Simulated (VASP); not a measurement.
# CoRhC4N4 (P4/mmm) in VASP: single point with PBE

Aim: the single point of CoRhC4N4 with PBE.

All numbers are computed with VASP 6.6.1; they aren't measurements. Logs are shortened: lines on timing, memory, paths and dates and some standing lists are left out, and cuts for length are marked.

## (1) The cell of the first run

It takes space group P4/mmm (No. 123, tetragonal). The conventional cell has a = 7.048 Å, b = 7.048 Å, c = 3.147 Å, α = 90.00°, β = 90.00°, γ = 90.00°. Co (site symmetry 4/mmm) has 4 N at 1.83 Å within 2.4 Å. Rh (site symmetry 4/mmm) has 4 C at 1.98 Å within 2.6 Å. C (site symmetry m2m) has 1 N at 1.17 Å within 1.6 Å. N (site symmetry m2m) has 1 C at 1.17 Å within 1.6 Å.

## (2) Single point, PBE, collinear spin, ferromagnetic start

Input file INCAR:

```
PREC     = Accurate       # precision mode
ENCUT    = 520            # plane-wave cutoff, eV
EDIFF    = 1E-7           # SCF threshold, eV
ISMEAR   = 0              # smearing method
SIGMA    = 0.1            # smearing width, eV
LREAL    = False          # projectors in reciprocal space
LASPH    = True           # aspherical terms in the spheres
NELM     = 150            # most SCF steps
ALGO     = Normal         # electronic algorithm
ISIF     = 2              # what is computed and relaxed
LWAVE    = False          # write WAVECAR
LCHARG   = True           # write CHGCAR
ISPIN    = 2              # spin polarisation
MAGMOM   = 3 1 0 0 0 0 0 0 0 0 # initial moments
LORBIT   = 11             # projections on sites
LMAXMIX  = 4              # l up to which the mixer works
GGA      = PE             # functional
LELF     = True           # ELF
LVHAR    = True         
NBANDS   = 45             # bands
```

Input file KPOINTS:

```
Automatic mesh
0
Gamma
  4 4 4
```

Input file POSCAR:

```
CoRhC4N4
1.0
    7.0478168470      0.0000000000      0.0000000000
    0.0000000000      7.0478168470      0.0000000000
    0.0000000000      0.0000000000      3.1472039787
Co Rh C N
1 1 4 4
Direct
    0.5000000000      0.5000000000      0.0000000000
    0.0000000000      0.0000000000      0.0000000000
    0.1986182196      0.8013817804      0.0000000000
    0.8013817804      0.1986182196      0.0000000000
    0.1986182196      0.1986182196      0.0000000000
    0.8013817804      0.8013817804      0.0000000000
    0.3159923130      0.6840076870      0.0000000000
    0.6840076870      0.3159923130      0.0000000000
    0.3159923130      0.3159923130      0.0000000000
    0.6840076870      0.6840076870      0.0000000000
```

Potentials or basis: VASP PAW PBE potentials, release 64 (Co, Rh_pv, C, N).

Command:

```
$ cat potpaw_PBE.64/Co/POTCAR potpaw_PBE.64/Rh_pv/POTCAR potpaw_PBE.64/C/POTCAR potpaw_PBE.64/N/POTCAR > POTCAR
$ mpirun -np 1 vasp_std > vasp.out
```

OUTCAR:

```text
PREC = Accurate
   ENCUT = 520
   EDIFF = 1E-7
   ISMEAR = 0
   LREAL = False
   LASPH = True
   NELM = 150
   ISIF = 2
   ISPIN = 2
   LORBIT = 11
   GGA = PE

 ion  position               nearest neighbor table
   1  0.500  0.500  0.000-   7 1.83   8 1.83   9 1.83  10 1.83
   2  0.000  0.000  0.000-   3 1.98   4 1.98   5 1.98   6 1.98
   3  0.199  0.801  0.000-   7 1.17   2 1.98
   4  0.801  0.199  0.000-   8 1.17   2 1.98
   5  0.199  0.199  0.000-   9 1.17   2 1.98
   6  0.801  0.801  0.000-  10 1.17   2 1.98
   7  0.316  0.684  0.000-   3 1.17   1 1.83
   8  0.684  0.316  0.000-   4 1.17   1 1.83
   9  0.316  0.316  0.000-   5 1.17   1 1.83
  10  0.684  0.684  0.000-   6 1.17   1 1.83

  LATTYP: Found a simple tetragonal cell.
 ALAT       =     7.0478168470
 C/A-ratio  =     0.4465501938

  Lattice vectors:

 A1 = (   7.0478168470,   0.0000000000,   0.0000000000)
 A2 = (   0.0000000000,   7.0478168470,   0.0000000000)
 A3 = (   0.0000000000,   0.0000000000,   3.1472039787)

Analysis of symmetry for initial positions (statically):
=====================================================================
 Subroutine PRICEL returns:
 Original cell was already a primitive cell.

 Routine SETGRP: Setting up the symmetry group for a
 simple tetragonal supercell.

 Subroutine GETGRP returns: Found 16 space group operations
 (whereof 16 operations were pure point group operations)
 out of a pool of 16 trial point group operations.

The static configuration has the point symmetry D_4h.

Analysis of symmetry for dynamics (positions and initial velocities):
=====================================================================
 Subroutine PRICEL returns:
 Original cell was already a primitive cell.

 Routine SETGRP: Setting up the symmetry group for a
 simple tetragonal supercell.

 Subroutine GETGRP returns: Found 16 space group operations
 (whereof 16 operations were pure point group operations)
 out of a pool of 16 trial point group operations.

The dynamic configuration has the point symmetry D_4h.

Analysis of structural, dynamic, and magnetic symmetry:
=====================================================================
 Subroutine PRICEL returns:
 Original cell was already a primitive cell.

 Routine SETGRP: Setting up the symmetry group for a
 simple tetragonal supercell.

 Subroutine GETGRP returns: Found 16 space group operations
 (whereof 16 operations were pure point group operations)
 out of a pool of 16 trial point group operations.

The overall configuration has the point symmetry D_4h.

 Subroutine INISYM returns: Found 16 space group operations
 (whereof 16 operations are pure point group operations),
 and found     1 'primitive' translations

----------------------------------------------------------------------------------------

                                     Primitive cell

  volume of cell :     156.3270

  direct lattice vectors                    reciprocal lattice vectors
     7.047816847  0.000000000  0.000000000     0.141887910  0.000000000  0.000000000
     0.000000000  7.047816847  0.000000000     0.000000000  0.141887910  0.000000000
     0.000000000  0.000000000  3.147203979     0.000000000  0.000000000  0.317742354

  length of vectors
     7.047816847  7.047816847  3.147203979     0.141887910  0.141887910  0.317742354

  position of ions in fractional coordinates (direct lattice)
     0.500000000  0.500000000  0.000000000
     0.000000000  0.000000000  0.000000000
     0.198618220  0.801381780  0.000000000
     0.801381780  0.198618220  0.000000000
     0.198618220  0.198618220  0.000000000
     0.801381780  0.801381780  0.000000000
     0.315992313  0.684007687  0.000000000
     0.684007687  0.315992313  0.000000000
[... 63 lines left out ...]
   number of dos      NEDOS =    301   number of ions     NIONS =     10
   total plane-waves  NPLWV =  69984
   dimension x,y,z NGX =    54 NGY =   54 NGZ =   24
   dimension x,y,z NGXF=   108 NGYF=  108 NGZF=   48
   ions per type =               1   1   4   4
   NGX,Y,Z   is equivalent  to a cutoff of  12.74, 12.74, 12.68 a.u.
   NGXF,Y,Z  is equivalent  to a cutoff of  25.48, 25.48, 25.36 a.u.
 SYSTEM =  unknown system
   PREC   = accura    normal or accurate (medium, high low for compatibility)
   ISTART =      0    job   : 0-new  1-cont  2-samecut
   ICHARG =      2    charge: 1-file 2-atom 10-const
   ISPIN  =      2    spin polarized calculation?
   LNONCOLLINEAR =      F non collinear calculations
   LSORBIT =      F    spin-orbit coupling
   LASPH  =      T    aspherical Exc in radial PAW
   ENCUT  =  520.0 eV  38.22 Ry    6.18 a.u.  13.10 13.10  5.85*2*pi/ulx,y,z
   NELM   =    150;   NELMIN=  2; NELMDL= -5     # of ELM steps
   EDIFF  = 0.1E-06   stopping-criterion for ELM
   LREAL  =      F    real-space projection
   EDIFFG = 0.1E-05   stopping-criterion for IOM
   NSW    =      0    number of steps for IOM
   IBRION =     -1    ionic relax: 0-MD 1-quasi-New 2-CG
   NFREE  =      0    steps in history (QN), initial steepest desc. (CG)
   ISIF   =      2    stress and relaxation
   ISYM   =      2    0-nonsym 1-usesym 2-fastsym
   POTIM  = 0.5000    time-step for ionic-motion
   TEBEG  =    0.0;   TEEND  =   0.0 temperature during run
   PSTRESS=    0.0 pullay stress
   NELECT =      60.0000    total number of electrons
   NUPDOWN=      -1.0000    fix difference up-down
   EMIN   =  10.00;   EMAX   =-10.00  energy-range for DOS
   EFERMI =   0.00;   METHOD = LEGACY
   ISMEAR =     0;   SIGMA  =   0.10  broadening in eV -4-tet -1-fermi 0-gaus
   EFERMI_NEDOS =   21; number of points for ismear=-14 and -15
   IALGO  =     38    algorithm
   IMIX   =      4    mixing-type and parameters
     AMIX     =   0.40;   BMIX     =  1.00
     AMIX_MAG =   1.60;   BMIX_MAG =  1.00
  volume/ion in A,a.u.               =      15.63       105.49
  Fermi-wavevector in a.u.,A,eV,Ry     =   1.189727  2.248257 19.258361  1.415450
  Thomas-Fermi vector in A             =   2.325827
   LORBIT       =     11    0 simple, 1 ext, 2 COOP (PROOUT), +10 PAW based schemes
   GGA     = PE    functional components
   LHFCALC =     F    Hartree Fock is set to
   AEXX    =    0.0000 exact exchange contribution
   IVDW    =     0    specifies the selected vdW correction
   LEPSILON=     F    determine dielectric tensor
   LRPA    =     F    only Hartree local field effects (RPA)
 spin polarized calculation
 Gauss-broadening in eV      SIGMA  =   0.10
  energy-cutoff  :      520.00
  volume of cell :      156.33
 maximum number of plane-waves:      4252
 NGX is ok and might be reduce to    54
   NGX = 27   NGY = 27   NGZ = 11

 number of electron      59.9999989 magnetization       1.5000128

 Free energy of the ion-electron system (eV)
  ---------------------------------------------------
  ext. energy  EPLUGINS =         0.00000000
  ---------------------------------------------------
  free energy    TOTEN  =       -80.98640751 eV

  energy without entropy =      -80.96835469  energy(sigma->0) =      -80.97738110

 E-fermi :   0.2048     XC(G=0):  -8.4978

 val. band max:        0.1949468354   @ k =   0.0000   0.0000   0.5000
 cond. band min:       0.2644917428   @ k =   0.5000   0.2500   0.2500
 fundamental gap:      0.0695449075
 Fermi energy:         0.2047968121

 spin component 1

 k-point     1 :       0.0000    0.0000    0.0000
  band No.  band energies     occupation
      1     -45.9314      1.00000
      2     -45.9314      1.00000
      3     -45.5120      1.00000
      4     -17.2970      1.00000
      5     -17.0161      1.00000
      6     -17.0161      1.00000
[... 799 lines left out ...]
     41       6.7565      0.00000
     42       8.4309      0.00000
 Fermi energy:         0.2047968121

 spin component 2

 k-point     1 :       0.0000    0.0000    0.0000
  band No.  band energies     occupation
      1     -45.7936      1.00000
      2     -45.7936      1.00000
      3     -45.2981      1.00000
      4     -17.2488      1.00000
      5     -16.9676      1.00000
      6     -16.9676      1.00000
[... 799 lines left out ...]
     41       6.8078      0.00000
     42       8.5318      0.00000
 [bands above 42 left out]

------------------------ aborting loop because EDIFF is reached ----------------------------------------

  FORCE on cell =-STRESS in cart. coord.  units (eV):
  Direction    XX          YY          ZZ          XY          YZ          ZX
  --------------------------------------------------------------------------------------
  -------------------------------------------------------------------------------------
  Total        0.3507820      0.3507820     -0.3457294      0.0000000      0.0000000      0.0000000
  in kB        3.5951233      3.5951233     -3.5433401      0.0000000      0.0000000      0.0000000
  external PRESSURE =       1.2156355 kB  Pullay stress =       0.0000000 kB

 VOLUME and BASIS-vectors are now :
 -----------------------------------------------------------------------------
  energy-cutoff  :      520.00
  volume of cell :      156.33
      direct lattice vectors                 reciprocal lattice vectors
     7.047816847  0.000000000  0.000000000     0.141887910  0.000000000  0.000000000
     0.000000000  7.047816847  0.000000000     0.000000000  0.141887910  0.000000000
     0.000000000  0.000000000  3.147203979     0.000000000  0.000000000  0.317742354

 POSITION                                       TOTAL-FORCE (eV/Angst)
 -----------------------------------------------------------------------------------
      3.52391      3.52391      0.00000         0.000000      0.000000      0.000000
      0.00000      0.00000      0.00000         0.000000      0.000000      0.000000
      1.39982      5.64799      0.00000        -0.299565      0.299565     -0.000000
      5.64799      1.39982      0.00000         0.299565     -0.299565      0.000000
      1.39982      1.39982      0.00000        -0.299565     -0.299565      0.000000
      5.64799      5.64799      0.00000         0.299565      0.299565      0.000000
      2.22706      4.82076      0.00000         0.295491     -0.295491      0.000000
      4.82076      2.22706      0.00000        -0.295491      0.295491     -0.000000
      2.22706      2.22706      0.00000         0.295491      0.295491      0.000000
      4.82076      4.82076      0.00000        -0.295491     -0.295491      0.000000
 -----------------------------------------------------------------------------------
    total drift:                               -0.000000      0.000000     -0.000000

  FREE ENERGIE OF THE ION-ELECTRON SYSTEM (eV)
  ---------------------------------------------------
  free  energy   TOTEN  =       -80.9864075088 eV

  energy  without entropy=      -80.9683546941  energy(sigma->0) =      -80.97738110

 total charge

# of ion       s       p       d       tot
------------------------------------------
    1        0.476   0.684   7.237   8.397
    2        0.424   6.424   7.072  13.919
    3        0.951   1.626   0.000   2.577
    4        0.951   1.626   0.000   2.577
    5        0.951   1.626   0.000   2.577
    6        0.951   1.626   0.000   2.577
    7        1.291   2.628   0.000   3.918
    8        1.291   2.628   0.000   3.918
    9        1.291   2.628   0.000   3.918
   10        1.291   2.628   0.000   3.918
--------------------------------------------------
tot          9.866  24.120  14.310  48.296

 magnetization (x)

# of ion       s       p       d       tot
------------------------------------------
    1        0.012   0.002   1.139   1.153
    2        0.002  -0.001   0.208   0.209
    3       -0.000   0.008   0.000   0.008
    4       -0.000   0.008   0.000   0.008
    5       -0.000   0.008   0.000   0.008
    6       -0.000   0.008   0.000   0.008
    7       -0.002   0.015   0.000   0.013
    8       -0.002   0.015   0.000   0.013
    9       -0.002   0.015   0.000   0.013
   10       -0.002   0.015   0.000   0.013
--------------------------------------------------
tot          0.006   0.094   1.346   1.446
```

Wall time 5.6 min (1 thread of AMD EPYC 7R13 (Zen 3), shared host); peak memory 0.4 GiB.

What came out:

- Free energy: -80.9864 eV
- Pressure: 0.1 GPa
- Largest force: 0.424 eV/Å
- Net moment: 1.50 μB per cell
- Site moments: Co +1.15; Rh +0.21; C +0.01; N +0.01 μB
- Valence electrons inside the program's atomic spheres: Co 8.40; Rh 13.92; C 2.58; N 3.92

Forces on the atoms (eV/Å):
```
Co   0.000  0.000  0.000
Rh   0.000  0.000  0.000
C   -0.300  0.300  0.000
C    0.300 -0.300  0.000
C   -0.300 -0.300  0.000
C    0.300  0.300  0.000
N    0.295 -0.295  0.000
N   -0.295  0.295  0.000
N    0.295  0.295  0.000
N   -0.295 -0.295  0.000
```

Caveat: the k points lie up to 0.50 Å⁻¹ apart; a cell with one magnetic atom can't hold antiferromagnetic order, which such compounds often take.
